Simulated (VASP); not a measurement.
# Zn (C2/m) in VASP: settings compared

The runs below take Zn through single point, with PBE, LDA.

Program: VASP 6.6.1. These are calculated values, not measurements. Logs are shortened: lines on timing, memory, paths and dates and some standing lists are left out, and cuts for length are marked.

### 1 The cell of the first run

The structure is monoclinic, space group C2/m (No. 12). Conventional cell: a = 4.444 Å, b = 2.564 Å, c = 7.319 Å, α = 90.00°, β = 102.30°, γ = 90.00°. Within 3.4 Å of Zn (site symmetry 2/m) lie 12 Zn at 2.56 to 2.83 Å. Within 3.4 Å of Zn (site symmetry m) lie 12 Zn at 2.56 to 2.83 Å.

### 2 Single point, PBE

Input file INCAR:

```
SYSTEM = Zn
ALGO = Fast
EDIFF = 1E-6
ENCUT = 520
GGA = PE
ISIF = 2
ISMEAR = 0
LASPH = .TRUE.
LCHARG = .TRUE.
LELF = .TRUE.
LREAL = .FALSE.
LVHAR = .TRUE.
LWAVE = .FALSE.
NBANDS = 25
NELM = 100
PREC = Accurate
SIGMA = 0.05
```

Input file KPOINTS:

```
k-points
0
G
  14 14 6
  0 0 0
```

Input file POSCAR:

```
Zn
1.0
    2.2218679943     -1.2817756984      0.0000000000
    2.2218679943      1.2817756984      0.0000000000
   -1.5592234140      0.0000000000      7.1513784527
Zn
3
Direct
    0.0000000000      0.0000000000      0.0000000000
    0.2219821400      0.2219821400      0.6654950200
    0.7780178600      0.7780178600      0.3345049800
```

Potentials or basis: VASP PAW PBE potentials, release 64 (Zn).

The run is started by

```console
cat potpaw_PBE.64/Zn/POTCAR > POTCAR
mpirun -np 1 vasp_std > vasp.out
```

OUTCAR:

```text
SYSTEM = Zn
   EDIFF = 1E-6
   ENCUT = 520
   GGA = PE
   ISIF = 2
   ISMEAR = 0
   LASPH = .TRUE.
   LREAL = .FALSE.
   NELM = 100
   PREC = Accurate

 ion  position               nearest neighbor table
   1  0.000  0.000  0.000-   3 2.81   3 2.81   2 2.81   2 2.81   2 2.83   3 2.83
   2  0.222  0.222  0.665-   3 2.78   3 2.80   3 2.80   1 2.81   1 2.81   1 2.83
   3  0.778  0.778  0.335-   2 2.78   2 2.80   2 2.80   1 2.81   1 2.81   1 2.83

  LATTYP: Found a base centered monoclinic cell.
 ALAT       =     4.4437359886
 B/A-ratio  =     0.5768910222
 C/A-ratio  =     1.6471240986
 COS(beta)  =    -0.2130265715

  Lattice vectors:

 A1 = (   2.2218679943,  -1.2817756984,   0.0000000000)
 A2 = (   2.2218679943,   1.2817756984,   0.0000000000)
 A3 = (  -1.5592234140,   0.0000000000,   7.1513784527)

Analysis of symmetry for initial positions (statically):
=====================================================================
 Subroutine PRICEL returns:
 Original cell was already a primitive cell.

 Routine SETGRP: Setting up the symmetry group for a
 base centered monoclinic supercell.

 Subroutine GETGRP returns: Found  4 space group operations
 (whereof  4 operations were pure point group operations)
 out of a pool of  4 trial point group operations.

The static configuration has the point symmetry C_2h.

Analysis of symmetry for dynamics (positions and initial velocities):
=====================================================================
 Subroutine PRICEL returns:
 Original cell was already a primitive cell.

 Routine SETGRP: Setting up the symmetry group for a
 base centered monoclinic supercell.

 Subroutine GETGRP returns: Found  4 space group operations
 (whereof  4 operations were pure point group operations)
 out of a pool of  4 trial point group operations.

The dynamic configuration has the point symmetry C_2h.

 Subroutine INISYM returns: Found  4 space group operations
 (whereof  4 operations are pure point group operations),
 and found     1 'primitive' translations

----------------------------------------------------------------------------------------

                                     Primitive cell

  volume of cell :      40.7333

  direct lattice vectors                    reciprocal lattice vectors
     2.221867994 -1.281775698  0.000000000     0.225035871 -0.390083851  0.049064834
     2.221867994  1.281775698  0.000000000     0.225035871  0.390083851  0.049064834
    -1.559223414  0.000000000  7.151378453     0.000000000  0.000000000  0.139833181

  length of vectors
     2.565082128  2.565082128  7.319384635     0.453005421  0.453005421  0.139833181

  position of ions in fractional coordinates (direct lattice)
     0.000000000  0.000000000  0.000000000
     0.221982140  0.221982140  0.665495020
     0.778017860  0.778017860  0.334504980

  ion indices of the primitive-cell ions
   primitive index   ion index
                 1           1
                 2           2
                 3           3

----------------------------------------------------------------------------------------

 KPOINTS: k-points

Automatic generation of k-mesh.
 Grid dimensions read from file:
 generate k-points for:   14   14    6

 Generating k-lattice:

  Cartesian coordinates                     Fractional coordinates (reciprocal lattice)
     0.016073991 -0.027863132  0.003504631     0.071428571  0.000000000  0.000000000
     0.016073991  0.027863132  0.003504631     0.000000000  0.071428571  0.000000000
     0.000000000  0.000000000  0.023305530     0.000000000  0.000000000  0.166666667

  Length of vectors
     0.032357530  0.032357530  0.023305530

  Shift w.r.t. Gamma in fractional coordinates (k-lattice)
     0.000000000  0.000000000  0.000000000

 Subroutine IBZKPT returns following result:
 ===========================================

 Found    324 irreducible k-points:

 Following reciprocal coordinates:
            Coordinates               Weight
  0.000000  0.000000  0.000000      1.000000
  0.071429  0.000000  0.000000      4.000000
  0.142857 -0.000000  0.000000      4.000000
  0.214286 -0.000000  0.000000      4.000000
  0.285714 -0.000000  0.000000      4.000000
  0.357143 -0.000000  0.000000      4.000000
[... 16 lines left out ...]
  0.214286  0.142857  0.000000      4.000000
  0.285714  0.142857  0.000000      4.000000
 [... further k-points ...]
   k-points           NKPTS =    324   k-points in BZ     NKDIM =    324   number of bands    NBANDS=     25
   number of dos      NEDOS =    301   number of ions     NIONS =      3
   total plane-waves  NPLWV =  21600
   dimension x,y,z NGX =    20 NGY =   20 NGZ =   54
   dimension x,y,z NGXF=    40 NGYF=   40 NGZF=  108
   ions per type =               3
   NGX,Y,Z   is equivalent  to a cutoff of  12.96, 12.96, 12.27 a.u.
   NGXF,Y,Z  is equivalent  to a cutoff of  25.92, 25.92, 24.53 a.u.
 SYSTEM =  Zn
   PREC   = accura    normal or accurate (medium, high low for compatibility)
   ISTART =      0    job   : 0-new  1-cont  2-samecut
   ICHARG =      2    charge: 1-file 2-atom 10-const
   ISPIN  =      1    spin polarized calculation?
   LNONCOLLINEAR =      F non collinear calculations
   LSORBIT =      F    spin-orbit coupling
   LASPH  =      T    aspherical Exc in radial PAW
   ENCUT  =  520.0 eV  38.22 Ry    6.18 a.u.   4.77  4.77 13.61*2*pi/ulx,y,z
   NELM   =    100;   NELMIN=  2; NELMDL= -5     # of ELM steps
   EDIFF  = 0.1E-05   stopping-criterion for ELM
   LREAL  =      F    real-space projection
   EDIFFG = 0.1E-04   stopping-criterion for IOM
   NSW    =      0    number of steps for IOM
   IBRION =     -1    ionic relax: 0-MD 1-quasi-New 2-CG
   NFREE  =      0    steps in history (QN), initial steepest desc. (CG)
   ISIF   =      2    stress and relaxation
   ISYM   =      2    0-nonsym 1-usesym 2-fastsym
   POTIM  = 0.5000    time-step for ionic-motion
   TEBEG  =    0.0;   TEEND  =   0.0 temperature during run
   PSTRESS=    0.0 pullay stress
   NELECT =      36.0000    total number of electrons
   NUPDOWN=      -1.0000    fix difference up-down
   EMIN   =  10.00;   EMAX   =-10.00  energy-range for DOS
   EFERMI =   0.00;   METHOD = LEGACY
   ISMEAR =     0;   SIGMA  =   0.05  broadening in eV -4-tet -1-fermi 0-gaus
   EFERMI_NEDOS =   21; number of points for ismear=-14 and -15
   IALGO  =     68    algorithm
   IMIX   =      4    mixing-type and parameters
     AMIX     =   0.40;   BMIX     =  1.00
     AMIX_MAG =   1.60;   BMIX_MAG =  1.00
  volume/ion in A,a.u.               =      13.58        91.63
  Fermi-wavevector in a.u.,A,eV,Ry     =   1.571058  2.968870 33.582231  2.468224
  Thomas-Fermi vector in A             =   2.672699
   LORBIT       =      0    0 simple, 1 ext, 2 COOP (PROOUT), +10 PAW based schemes
   GGA     = PE    functional components
   LHFCALC =     F    Hartree Fock is set to
   AEXX    =    0.0000 exact exchange contribution
   IVDW    =     0    specifies the selected vdW correction
   LEPSILON=     F    determine dielectric tensor
   LRPA    =     F    only Hartree local field effects (RPA)
 non-spin polarized calculation
 RMM-DIIS sequential band-by-band and
 Gauss-broadening in eV      SIGMA  =   0.05
  energy-cutoff  :      520.00
  volume of cell :       40.73
 maximum number of plane-waves:      1111
   NGX =  9   NGY =  9   NGZ = 27

 number of electron      36.0000048 magnetization

 Free energy of the ion-electron system (eV)
  ---------------------------------------------------
  ext. energy  EPLUGINS =         0.00000000
  ---------------------------------------------------
  free energy    TOTEN  =        -3.12155555 eV

  energy without entropy =       -3.12035615  energy(sigma->0) =       -3.12095585

 E-fermi :   3.9197     XC(G=0): -12.1578

 val. band max:        3.9146491115   @ k =   0.5000   0.2143   0.5000
 cond. band min:       3.9275431803   @ k =  -0.3571   0.2857   0.1667
 fundamental gap:      0.0128940688
 Fermi energy:         3.9196650277

 k-point     1 :       0.0000    0.0000    0.0000
  band No.  band energies     occupation
      1      -7.3787      2.00000
      2      -5.4256      2.00000
      3      -5.4116      2.00000
      4      -4.3250      2.00000
      5      -4.0500      2.00000
      6      -4.0477      2.00000
[... 17 lines left out ...]
     24      23.5727      0.00000
     25      23.7713      0.00000

 k-point     2 :       0.0714    0.0000    0.0000
  band No.  band energies     occupation
      1      -7.2129      2.00000
      2      -5.3411      2.00000
      3      -5.2800      2.00000
      4      -4.3034      2.00000
      5      -4.0753      2.00000
      6      -4.0469      2.00000
[... 17 lines left out ...]
     24      21.9213      0.00000
     25      22.4736      0.00000

 k-point     3 :       0.1429   -0.0000    0.0000
  band No.  band energies     occupation
      1      -6.7271      2.00000
      2      -5.0735      2.00000
      3      -4.9853      2.00000
      4      -4.2610      2.00000
      5      -4.1520      2.00000
      6      -4.1153      2.00000
[... 17 lines left out ...]
     24      20.1320      0.00000
     25      20.9566      0.00000

 k-point     4 :       0.2143   -0.0000    0.0000
  band No.  band energies     occupation
      1      -5.9784      2.00000
      2      -4.7978      2.00000
      3      -4.7076      2.00000
      4      -4.3294      2.00000
      5      -4.2406      2.00000
      6      -4.1985      2.00000
[... 17 lines left out ...]
     24      18.5839      0.00000
     25      19.2501      0.00000

 k-point     5 :       0.2857   -0.0000    0.0000
  band No.  band energies     occupation
      1      -5.2235      2.00000
      2      -4.7672      2.00000
      3      -4.6791      2.00000
      4      -4.4682      2.00000
      5      -4.3757      2.00000
      6      -4.1529      2.00000
[... 17 lines left out ...]
     24      17.3357      0.00000
     25      17.8539      0.00000

 k-point     6 :       0.3571   -0.0000    0.0000
  band No.  band energies     occupation
      1      -4.9521      2.00000
      2      -4.8516      2.00000
      3      -4.7755      2.00000
      4      -4.5585      2.00000
      5      -4.4928      2.00000
      6      -4.1391      2.00000
[... 17 lines left out ...]
     24      15.8824      0.00000
     25      16.4544      0.00000
[... 393 lines left out ...]
 k-point    21 :      -0.0714    0.0714    0.0000
  band No.  band energies     occupation
      1      -6.8917      2.00000
      2      -5.1121      2.00000
      3      -5.1032      2.00000
      4      -4.2703      2.00000
      5      -4.1284      2.00000
      6      -4.0863      2.00000
[... 17 lines left out ...]
     24      19.5535      0.00000
     25      19.7105      0.00000

 k-point    22 :       0.1429    0.1429    0.0000
  band No.  band energies     occupation
      1      -6.7065      2.00000
      2      -5.1294      2.00000
      3      -4.9714      2.00000
      4      -4.2621      2.00000
      5      -4.1604      2.00000
      6      -4.1428      2.00000
[... 17 lines left out ...]
     24      19.8936      0.00000
     25      21.5684      0.00000

 k-point    23 :       0.2143    0.1429    0.0000
  band No.  band energies     occupation
      1      -6.2322      2.00000
      2      -4.8909      2.00000
      3      -4.7731      2.00000
      4      -4.2778      2.00000
      5      -4.2400      2.00000
      6      -4.2150      2.00000
[... 17 lines left out ...]
     24      18.5202      0.00000
     25      18.8072      0.00000

 k-point    24 :       0.2857    0.1429    0.0000
  band No.  band energies     occupation
      1      -5.5194      2.00000
      2      -4.5978      2.00000
      3      -4.5282      2.00000
      4      -4.3809      2.00000
      5      -4.3250      2.00000
      6      -4.2973      2.00000
[... 17 lines left out ...]
     24      15.3316      0.00000
     25      17.6350      0.00000

 [... further k-points ...]

------------------------ aborting loop because EDIFF is reached ----------------------------------------

  FORCE on cell =-STRESS in cart. coord.  units (eV):
  Direction    XX          YY          ZZ          XY          YZ          ZX
  --------------------------------------------------------------------------------------
  -------------------------------------------------------------------------------------
  Total        3.1747122      3.1402277      2.2144514      0.0000000      0.0000000      0.0882371
  in kB      124.8719511    123.5155621     87.1017126      0.0000000      0.0000000      3.4706568
  external PRESSURE =     111.8297419 kB  Pullay stress =       0.0000000 kB

 VOLUME and BASIS-vectors are now :
 -----------------------------------------------------------------------------
  energy-cutoff  :      520.00
  volume of cell :       40.73
      direct lattice vectors                 reciprocal lattice vectors
     2.221867994 -1.281775698  0.000000000     0.225035871 -0.390083851  0.049064834
     2.221867994  1.281775698  0.000000000     0.225035871  0.390083851  0.049064834
    -1.559223414  0.000000000  7.151378453     0.000000000  0.000000000  0.139833181

 POSITION                                       TOTAL-FORCE (eV/Angst)
 -----------------------------------------------------------------------------------
      0.00000      0.00000      0.00000        -0.000000     -0.000000      0.000000
     -0.05123      0.00000      4.75921         0.003076      0.000000      0.009167
      2.93574      0.00000      2.39217        -0.003076      0.000000     -0.009167
 -----------------------------------------------------------------------------------
    total drift:                                0.000000     -0.000000      0.000000

  FREE ENERGIE OF THE ION-ELECTRON SYSTEM (eV)
  ---------------------------------------------------
  free  energy   TOTEN  =        -3.1215555522 eV

  energy  without entropy=       -3.1203561488  energy(sigma->0) =       -3.12095585
```

Run time: 2.5 min. Hardware: 1 thread of Intel Xeon 6975P-C (Granite Rapids), shared host; peak memory 0.34 GiB.

Results:

```yaml
Free_energy: -3.1216 eV
Pressure: 11.2 GPa
Largest_force: 0.010 eV/Å
Band_gap_on_the_k_mesh: zero (bands 18 and 19 overlap by 4.58 eV)
```

Forces on the atoms (eV/Å):
```
Zn   0.000  0.000  0.000
Zn   0.003  0.000  0.009
Zn  -0.003  0.000 -0.009
```

Caveat: the cell stands under pressure.

### 3 Single point, PBE

This run uses another cell than the first one, of 14.44 Å³/atom.

Input file INCAR:

```
  PREC = Accurate
  ENCUT = 520
  EDIFF = 1E-7
  ISMEAR = 0
  SIGMA = 0.05
  LREAL = False
  LASPH = True
  NELM = 80
  ALGO = Fast
  ISIF = 2
  LWAVE = False
  LCHARG = True
  GGA = PE
  LELF = True
  LVHAR = True
  NBANDS = 25
```

Input file KPOINTS:

```
regular mesh
0
Gamma
  14 14 6
```

Input file POSCAR:

```
Zn
1.0
    2.2681701736     -1.3084870100      0.0000000000
    2.2681701736      1.3084870100      0.0000000000
   -1.5917165425      0.0000000000      7.3004081919
Zn
3
Direct
    0.0000000000      0.0000000000      0.0000000000
    0.2219821400      0.2219821400      0.6654950200
    0.7780178600      0.7780178600      0.3345049800
```

Potentials or basis: VASP PAW PBE potentials, release 64 (Zn).

The run is started by

```console
cat potpaw_PBE.64/Zn/POTCAR > POTCAR
mpirun -np 1 vasp_std > vasp.out
```

It took 2.8 min on 1 thread of Intel Xeon 6975P-C (Granite Rapids), shared host; peak memory 0.35 GiB.

It converged, with:

```yaml
Free_energy: -3.2488 eV
Pressure: 4.6 GPa
Largest_force: 0.003 eV/Å
Band_gap_on_the_k_mesh: zero (bands 18 and 19 overlap by 4.58 eV)
```

Forces in eV/Å, atoms in the order of the input:
```
Zn   0.000  0.000  0.000
Zn   0.003  0.000  0.000
Zn  -0.003  0.000  0.000
```

Stress tensor (GPa, compression positive):
```
4.98 0.00 0.14
0.00 4.86 0.00
0.14 0.00 3.87
```

Levels at points of the mesh, in eV from the Fermi level:
```csv
k point,band 15,band 16,band 17,band 18,band 19,band 20,band 21,band 22
"(0.00, 0.00, 0.00)",-7.18,-7.18,-6.98,-6.95,1.70,1.76,14.09,17.82
"(0.50, 0.00, 0.00)",-6.92,-2.91,-2.19,-1.67,0.63,1.22,2.11,6.70
"(0.50, 0.50, 0.00)",-6.92,-2.58,-2.42,-1.90,-0.22,2.19,3.69,4.56
"(0.00, 0.00, 0.50)",-7.29,-7.14,-7.13,-3.87,-2.98,8.05,8.13,18.24
"(0.50, 0.00, 0.50)",-6.92,-2.61,-2.38,-1.90,-0.09,2.01,3.51,4.82
"(0.50, 0.50, 0.50)",-6.92,-2.94,-2.22,-1.57,0.76,1.04,1.91,6.98
```

Caveat: the cell stands under pressure.

### 4 Single point, LDA

This run uses another cell than the first one, of 14.44 Å³/atom.

Input file INCAR:

```
SYSTEM = Zn
PREC = Accurate
ENCUT = 520
EDIFF = 1E-6
ISMEAR = 0
SIGMA = 0.05
LREAL = .FALSE.
LASPH = .TRUE.
NELM = 80
ALGO = Fast
ISIF = 2
LWAVE = .FALSE.
LCHARG = .FALSE.
NBANDS = 25
```

Input file KPOINTS:

```
regular mesh
0
G
  14 14 6
  0 0 0
```

POSCAR is that of step 3.

Potentials or basis: VASP PAW LDA potentials, release 64 (Zn).

The run is started by

```console
cat potpaw_LDA.64/Zn/POTCAR > POTCAR
mpirun -np 1 vasp_std > vasp.out
```

It took 2.4 min on 1 thread of Intel Xeon 6975P-C (Granite Rapids), shared host; peak memory 0.34 GiB.

The run converged. Its results:

| Item | Value |
| --- | --- |
| Free energy | -5.5511 eV |
| Pressure | -4.9 GPa |
| Largest force | 0.011 eV/Å |
| Band gap on the k mesh | zero (bands 18 and 19 overlap by 4.62 eV) |

Forces on the atoms (eV/Å):
```
Zn   0.000  0.000  0.000
Zn   0.006  0.000 -0.009
Zn  -0.006  0.000  0.009
```

Stress tensor (GPa, compression positive):
```
-5.28  0.00 -0.05
 0.00 -5.65  0.00
-0.05  0.00 -3.77
```

Levels at points of the mesh, in eV from the Fermi level:
```
           k point  band 16  band 17  band 18  band 19  band 20  band 21
(0.00, 0.00, 0.00)    -7.24    -6.99    -6.96     1.69     1.75    14.01
(0.50, 0.00, 0.00)    -2.89    -2.20    -1.65     0.59     1.19     2.08
(0.50, 0.50, 0.00)    -2.56    -2.39    -1.91    -0.26     2.15     3.65
(0.00, 0.00, 0.50)    -7.19    -7.19    -3.82    -3.02     8.03     8.12
(0.50, 0.00, 0.50)    -2.59    -2.35    -1.90    -0.13     1.98     3.46
(0.50, 0.50, 0.50)    -2.91    -2.23    -1.56     0.73     1.01     1.88
```

Caveat: the cell stands under tension.

### 5 The runs side by side

| level | potentials or basis | cell | further INCAR settings | gap on the mesh (eV) | pressure (GPa) | largest force (eV/Å) |
| --- | --- | --- | --- | --- | --- | --- |
| PBE | VASP PAW PBE potentials, release 64 (Zn) | a = 2.565, b = 2.565, c = 7.319 Å, angles 100.6, 100.6, 60.0°, 3 atoms | ALGO = Fast; EDIFF = 1e-06; NBANDS = 25 | none | 11.2 | 0.01 |
| PBE | VASP PAW PBE potentials, release 64 (Zn) | a = 2.619, b = 2.619, c = 7.472 Å, angles 100.6, 100.6, 60.0°, 3 atoms | ALGO = Fast; EDIFF = 1e-07; NBANDS = 25 | none | 4.6 | - |
| LDA | VASP PAW LDA potentials, release 64 (Zn) | a = 2.619, b = 2.619, c = 7.472 Å, angles 100.6, 100.6, 60.0°, 3 atoms | ALGO = Fast; EDIFF = 1e-06; NBANDS = 25 | none | -4.9 | 0.01 |

Alike in all rows: task single point; no spin polarisation; k mesh 14 × 14 × 6; cutoff (eV) 520; smearing gaussian 0.05 eV.

Caveats: the cell stands under pressure (at least some runs); the cell stands under tension (at least some runs).

Total energies depend on the potentials used, so only differences within one code and one set of settings carry meaning.
